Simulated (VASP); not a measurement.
# Be3Te4 (P6/mmm) in VASP: a series of runs

Runs on Be3Te4. Level: PBE. Tasks: single point.

All numbers are computed with VASP 6.6.1; they aren't measurements. Logs are shortened: lines on timing, memory, paths and dates and some standing lists are left out, and cuts for length are marked.

**1. The cell of the first run**

It takes space group P6/mmm (No. 191, hexagonal). Conventional cell: a = 7.619 Å, b = 7.619 Å, c = 5.788 Å, α = 90.00°, β = 90.00°, γ = 120.00°. Be (site symmetry mmm) has 2 Te at 2.20 Å within 2.9 Å. Within 2.9 Å of Te (site symmetry -6m2) lie 3 Be at 2.20 Å. Te (site symmetry 6/mmm) has 2 Te at 2.89 Å and 6 Be at 3.81 Å within 3.9 Å. Within 3.8 Å of Te (site symmetry 6/mmm) lie 2 Te at 2.89 Å.

The cell was built from a structure type or drawn by symmetry, and may not be a known phase.

**2. Single point, PBE**

INCAR

```
PREC = Accurate ; ENCUT = 600
EDIFF = 1E-6 ; ISMEAR = 0
SIGMA = 0.2 ; LREAL = F
LASPH = T ; NELM = 120
ALGO = Normal ; ISIF = 2
LWAVE = F ; LCHARG = T
GGA = PE ; LELF = T
LVHAR = T ; NBANDS = 24
GGA_COMPAT = F
```

KPOINTS

```
regular mesh
0
Gamma
  3 3 3
```

POSCAR

```
Be3Te4
1.0
    7.6190484852     -0.0000000034      0.0000000000
   -3.8095242397      6.5982895426      0.0000000000
    0.0000000000      0.0000000000      5.7879623159
Be Te
3 4
Direct
    0.5000000000      0.0000000000      0.0000000000
    0.0000000000      0.5000000000      0.0000000000
    0.5000000000      0.5000000000      0.0000000000
    0.3333333333      0.6666666667      0.0000000000
    0.6666666667      0.3333333333      0.0000000000
    0.0000000000      0.0000000000      0.0000000000
    0.0000000000      0.0000000000      0.5000000000
```

Potentials or basis: VASP PAW PBE potentials, release 64 (Be, Te).

The run is started by

```sh
$ cat potpaw_PBE.64/Be/POTCAR potpaw_PBE.64/Te/POTCAR > POTCAR
$ mpirun -np 1 vasp_std > vasp.out
```

OUTCAR:

```text
PREC = Accurate
   ENCUT = 600
   EDIFF = 1E-6
   ISMEAR = 0
   LREAL = F
   LASPH = T
   NELM = 120
   ISIF = 2
   GGA = PE

 ion  position               nearest neighbor table
   1  0.500  0.000  0.000-   4 2.20   5 2.20
   2  0.000  0.500  0.000-   4 2.20   5 2.20
   3  0.500  0.500  0.000-   4 2.20   5 2.20
   4  0.333  0.667  0.000-   2 2.20   1 2.20   3 2.20
   5  0.667  0.333  0.000-   2 2.20   1 2.20   3 2.20
   6  0.000  0.000  0.000-   7 2.89   7 2.89
   7  0.000  0.000  0.500-   6 2.89   6 2.89

  LATTYP: Found a hexagonal cell.
 ALAT       =     7.6190484852
 C/A-ratio  =     0.7596699676

  Lattice vectors:

 A1 = (   7.6190484852,  -0.0000000034,   0.0000000000)
 A2 = (  -3.8095242397,   6.5982895426,   0.0000000000)
 A3 = (   0.0000000000,   0.0000000000,   5.7879623159)

Analysis of symmetry for initial positions (statically):
=====================================================================
 Subroutine PRICEL returns:
 Original cell was already a primitive cell.

 Routine SETGRP: Setting up the symmetry group for a
 hexagonal supercell.

 Subroutine GETGRP returns: Found 24 space group operations
 (whereof 24 operations were pure point group operations)
 out of a pool of 24 trial point group operations.

The static configuration has the point symmetry D_6h.

Analysis of symmetry for dynamics (positions and initial velocities):
=====================================================================
 Subroutine PRICEL returns:
 Original cell was already a primitive cell.

 Routine SETGRP: Setting up the symmetry group for a
 hexagonal supercell.

 Subroutine GETGRP returns: Found 24 space group operations
 (whereof 24 operations were pure point group operations)
 out of a pool of 24 trial point group operations.

The dynamic configuration has the point symmetry D_6h.

 Subroutine INISYM returns: Found 24 space group operations
 (whereof 24 operations are pure point group operations),
 and found     1 'primitive' translations

----------------------------------------------------------------------------------------

                                     Primitive cell

  volume of cell :     290.9764

  direct lattice vectors                    reciprocal lattice vectors
     7.619048485 -0.000000003  0.000000000     0.131249985  0.075777214  0.000000000
    -3.809524240  6.598289543  0.000000000     0.000000000  0.151554428  0.000000000
     0.000000000  0.000000000  5.787962316     0.000000000  0.000000000  0.172772376

  length of vectors
     7.619048485  7.619048485  5.787962316     0.151554428  0.151554428  0.172772376

  position of ions in fractional coordinates (direct lattice)
     0.500000000  0.000000000  0.000000000
     1.000000000  0.500000000  0.000000000
     0.500000000  0.500000000  0.000000000
     0.333333333  0.666666667  0.000000000
     0.666666667  0.333333333  0.000000000
     0.000000000  0.000000000  0.000000000
     0.000000000  0.000000000  0.500000000

  ion indices of the primitive-cell ions
   primitive index   ion index
                 1           1
                 2           2
                 3           3
                 4           4
                 5           5
                 6           6
                 7           7

----------------------------------------------------------------------------------------

 KPOINTS: regular mesh

Automatic generation of k-mesh.
 Grid dimensions read from file:
 generate k-points for:    3    3    3

 Generating k-lattice:

  Cartesian coordinates                     Fractional coordinates (reciprocal lattice)
     0.043749995  0.025259071  0.000000000     0.333333333 -0.000000000  0.000000000
     0.000000000  0.050518143  0.000000000    -0.000000000  0.333333333  0.000000000
     0.000000000  0.000000000  0.057590792     0.000000000  0.000000000  0.333333333

  Length of vectors
     0.050518143  0.050518143  0.057590792

  Shift w.r.t. Gamma in fractional coordinates (k-lattice)
     0.000000000  0.000000000  0.000000000

 Subroutine IBZKPT returns following result:
 ===========================================

 Found      6 irreducible k-points:

 Following reciprocal coordinates:
            Coordinates               Weight
  0.000000  0.000000  0.000000      1.000000
  0.333333 -0.000000  0.000000      6.000000
  0.333333  0.333333  0.000000      2.000000
  0.000000  0.000000  0.333333      2.000000
  0.333333 -0.000000  0.333333     12.000000
  0.333333  0.333333  0.333333      4.000000
   k-points           NKPTS =      6   k-points in BZ     NKDIM =      6   number of bands    NBANDS=     24
   number of dos      NEDOS =    301   number of ions     NIONS =      7
   total plane-waves  NPLWV = 196608
   dimension x,y,z NGX =    64 NGY =   64 NGZ =   48
   dimension x,y,z NGXF=   128 NGYF=  128 NGZF=   96
   ions per type =               3   4
   NGX,Y,Z   is equivalent  to a cutoff of  13.96, 13.96, 13.79 a.u.
   NGXF,Y,Z  is equivalent  to a cutoff of  27.93, 27.93, 27.57 a.u.
 SYSTEM =  unknown system
   PREC   = accura    normal or accurate (medium, high low for compatibility)
   ISTART =      0    job   : 0-new  1-cont  2-samecut
   ICHARG =      2    charge: 1-file 2-atom 10-const
   ISPIN  =      1    spin polarized calculation?
   LNONCOLLINEAR =      F non collinear calculations
   LSORBIT =      F    spin-orbit coupling
   LASPH  =      T    aspherical Exc in radial PAW
   ENCUT  =  600.0 eV  44.10 Ry    6.64 a.u.  15.22 15.22 11.56*2*pi/ulx,y,z
   NELM   =    120;   NELMIN=  2; NELMDL= -5     # of ELM steps
   EDIFF  = 0.1E-05   stopping-criterion for ELM
   LREAL  =      F    real-space projection
   EDIFFG = 0.1E-04   stopping-criterion for IOM
   NSW    =      0    number of steps for IOM
   IBRION =     -1    ionic relax: 0-MD 1-quasi-New 2-CG
   NFREE  =      0    steps in history (QN), initial steepest desc. (CG)
   ISIF   =      2    stress and relaxation
   ISYM   =      2    0-nonsym 1-usesym 2-fastsym
   POTIM  = 0.5000    time-step for ionic-motion
   TEBEG  =    0.0;   TEEND  =   0.0 temperature during run
   PSTRESS=    0.0 pullay stress
   NELECT =      30.0000    total number of electrons
   NUPDOWN=      -1.0000    fix difference up-down
   EMIN   =  10.00;   EMAX   =-10.00  energy-range for DOS
   EFERMI =   0.00;   METHOD = LEGACY
   ISMEAR =     0;   SIGMA  =   0.20  broadening in eV -4-tet -1-fermi 0-gaus
   EFERMI_NEDOS =   21; number of points for ismear=-14 and -15
   IALGO  =     38    algorithm
   IMIX   =      4    mixing-type and parameters
     AMIX     =   0.40;   BMIX     =  1.00
     AMIX_MAG =   1.60;   BMIX_MAG =  1.00
  volume/ion in A,a.u.               =      41.57       280.52
  Fermi-wavevector in a.u.,A,eV,Ry     =   0.767649  1.450646  8.017708  0.589285
  Thomas-Fermi vector in A             =   1.868251
   LORBIT       =      0    0 simple, 1 ext, 2 COOP (PROOUT), +10 PAW based schemes
   GGA     = PE    functional components
   LHFCALC =     F    Hartree Fock is set to
   AEXX    =    0.0000 exact exchange contribution
   IVDW    =     0    specifies the selected vdW correction
   LEPSILON=     F    determine dielectric tensor
   LRPA    =     F    only Hartree local field effects (RPA)
 non-spin polarized calculation
 Gauss-broadening in eV      SIGMA  =   0.20
  energy-cutoff  :      600.00
  volume of cell :      290.98
 maximum number of plane-waves:      9723
 NGX is ok and might be reduce to    64
   NGX = 31   NGY = 31   NGZ = 23

 number of electron      30.0000000 magnetization

 Free energy of the ion-electron system (eV)
  ---------------------------------------------------
  ext. energy  EPLUGINS =         0.00000000
  ---------------------------------------------------
  free energy    TOTEN  =       -19.42190170 eV

  energy without entropy =      -19.34370909  energy(sigma->0) =      -19.38280539

 E-fermi :   2.0928     XC(G=0):  -6.6435

 val. band max:        2.0850316160   @ k =   0.3333   0.3333   0.0000
 cond. band min:       2.4396925717   @ k =   0.3333  -0.0000   0.3333
 fundamental gap:      0.3546609557
 Fermi energy:         2.0928046211

 k-point     1 :       0.0000    0.0000    0.0000
  band No.  band energies     occupation
      1     -11.1831      2.00000
      2     -10.9715      2.00000
      3      -9.8115      2.00000
      4      -6.5831      2.00000
      5      -4.1877      2.00000
      6      -4.1877      2.00000
[... 16 lines left out ...]
     23       5.5331      0.00000
     24       5.5331      0.00000

 k-point     2 :       0.3333   -0.0000    0.0000
  band No.  band energies     occupation
      1     -11.1305      2.00000
      2     -11.0135      2.00000
      3      -9.8385      2.00000
      4      -6.5931      2.00000
      5      -4.3259      2.00000
      6      -4.0875      2.00000
[... 16 lines left out ...]
     23       5.4464      0.00000
     24       5.4647      0.00000

 k-point     3 :       0.3333    0.3333    0.0000
  band No.  band energies     occupation
      1     -11.0687      2.00000
      2     -11.0687      2.00000
      3      -9.8537      2.00000
      4      -6.5993      2.00000
      5      -4.2831      2.00000
      6      -3.8538      2.00000
[... 16 lines left out ...]
     23       5.1911      0.00000
     24       5.8194      0.00000

 k-point     4 :       0.0000    0.0000    0.3333
  band No.  band energies     occupation
      1     -11.1711      2.00000
      2     -10.9669      2.00000
      3      -9.3766      2.00000
      4      -7.8661      2.00000
      5      -4.1721      2.00000
      6      -4.1721      2.00000
[... 16 lines left out ...]
     23       5.6335      0.00000
     24       5.6359      0.00000

 k-point     5 :       0.3333   -0.0000    0.3333
  band No.  band energies     occupation
      1     -11.1222      2.00000
      2     -11.0083      2.00000
      3      -9.4011      2.00000
      4      -7.8715      2.00000
      5      -4.3043      2.00000
      6      -4.0722      2.00000
[... 16 lines left out ...]
     23       5.1534      0.00000
     24       5.4373      0.00000

 k-point     6 :       0.3333    0.3333    0.3333
  band No.  band energies     occupation
      1     -11.0630      2.00000
      2     -11.0630      2.00000
      3      -9.4148      2.00000
      4      -7.8745      2.00000
      5      -4.2731      2.00000
      6      -3.8331      2.00000
[... 16 lines left out ...]
     23       5.3761      0.00000
     24       5.3761      0.00000

------------------------ aborting loop because EDIFF is reached ----------------------------------------

  FORCE on cell =-STRESS in cart. coord.  units (eV):
  Direction    XX          YY          ZZ          XY          YZ          ZX
  --------------------------------------------------------------------------------------
  -------------------------------------------------------------------------------------
  Total        1.4034104      1.4034104      0.9281974     -0.0000000     -0.0000000      0.0000000
  in kB        7.7274725      7.7274725      5.1108501     -0.0000000     -0.0000000      0.0000000
  external PRESSURE =       6.8552650 kB  Pullay stress =       0.0000000 kB

 VOLUME and BASIS-vectors are now :
 -----------------------------------------------------------------------------
  energy-cutoff  :      600.00
  volume of cell :      290.98
      direct lattice vectors                 reciprocal lattice vectors
     7.619048485 -0.000000003  0.000000000     0.131249985  0.075777214  0.000000000
    -3.809524240  6.598289543  0.000000000     0.000000000  0.151554428  0.000000000
     0.000000000  0.000000000  5.787962316     0.000000000  0.000000000  0.172772376

 POSITION                                       TOTAL-FORCE (eV/Angst)
 -----------------------------------------------------------------------------------
      3.80952     -0.00000      0.00000        -0.000000     -0.000000      0.000000
     -1.90476      3.29914      0.00000        -0.000000     -0.000000      0.000000
      1.90476      3.29914      0.00000        -0.000000     -0.000000      0.000000
      0.00000      4.39886      0.00000        -0.000000     -0.000000      0.000000
      3.80952      2.19943      0.00000         0.000000      0.000000      0.000000
      0.00000      0.00000      0.00000        -0.000000     -0.000000      0.000000
      0.00000      0.00000      2.89398        -0.000000     -0.000000      0.000000
 -----------------------------------------------------------------------------------
    total drift:                               -0.000000      0.000000      0.000000

  FREE ENERGIE OF THE ION-ELECTRON SYSTEM (eV)
  ---------------------------------------------------
  free  energy   TOTEN  =       -19.4219016963 eV

  energy  without entropy=      -19.3437090889  energy(sigma->0) =      -19.38280539
```

Run time: 2.6 min. Hardware: 1 thread of Intel Xeon 8259CL, shared host; peak memory 0.47 GiB.

What came out:

```yaml
Free_energy: -19.4219 eV
Pressure: 0.7 GPa
Band_gap_on_the_k_mesh: zero (bands 15 and 16 overlap by 0.09 eV)
```

Stress tensor (GPa, compression positive):
```
0.77 0.00 0.00
0.00 0.77 0.00
0.00 0.00 0.51
```

Caveat: the k points lie up to 0.36 Å⁻¹ apart; semilocal functionals underestimate gaps, so a narrow gap can read as zero; spin-orbit coupling is left out, which moves the levels of the heavy elements.

(Continued in part 2 of 2.)
